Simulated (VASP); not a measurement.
Write the native input for VASP 6.6.1 that does the following.

```yaml
Task: single point
Functional: PBE
Potentials_or_basis: VASP PAW PBE potentials, release 64 (Zr_sv, Cd, F)
Cutoff: 520 eV
k_mesh: 10 × 10 × 10
Occupations: gaussian, width 0.02 eV
Spin: no spin polarisation
Dipole_correction: no
Further_INCAR_settings: ALGO = Normal; EDIFF = 1e-06; NBANDS = 35
```

The structure of ZrCdF4 lies in POSCAR:

```
ZrCdF4
1.0
    0.0000000000      3.3206134080      3.3206134080
    3.3206134080      0.0000000000      3.3206134080
    3.3206134080      3.3206134080      0.0000000000
Zr Cd F
1 1 4
Direct
    0.0000000000      0.0000000000      0.0000000000
    0.7500000000      0.7500000000      0.7500000000
    0.3743168820      0.3743168820      0.8770493539
    0.3743168820      0.3743168820      0.3743168820
    0.8770493539      0.3743168820      0.3743168820
    0.3743168820      0.8770493539      0.3743168820
```

These files were run (other wordings do the same):

INCAR

```
ALGO = Normal
EDIFF = 1E-6
ENCUT = 520
GGA = PE
ISIF = 2
ISMEAR = 0
LASPH = True
LCHARG = True
LELF = True
LREAL = False
LVHAR = True
LWAVE = False
NBANDS = 35
NELM = 100
PREC = Accurate
SIGMA = 0.02
```

KPOINTS

```
k-points
0
Gamma
  10 10 10
```

Potentials or basis: VASP PAW PBE potentials, release 64 (Zr_sv, Cd, F).

The run is started by

```console
$ cat potpaw_PBE.64/Zr_sv/POTCAR potpaw_PBE.64/Cd/POTCAR potpaw_PBE.64/F/POTCAR > POTCAR
$ mpirun -np 1 vasp_std > vasp.out
```

It gave:

- Pressure: 0.1 GPa
- Largest force: 0.004 eV/Å
- Band gap on the k mesh: 0.59 eV, indirect (least direct gap 0.79 eV)

Wall time 2.3 min on 1 thread of Intel(R) Xeon(R) Platinum 8259CL CPU @ 2.50GHz (Skylake/Cascade Lake), on a shared host, peak memory 0.27 GiB.
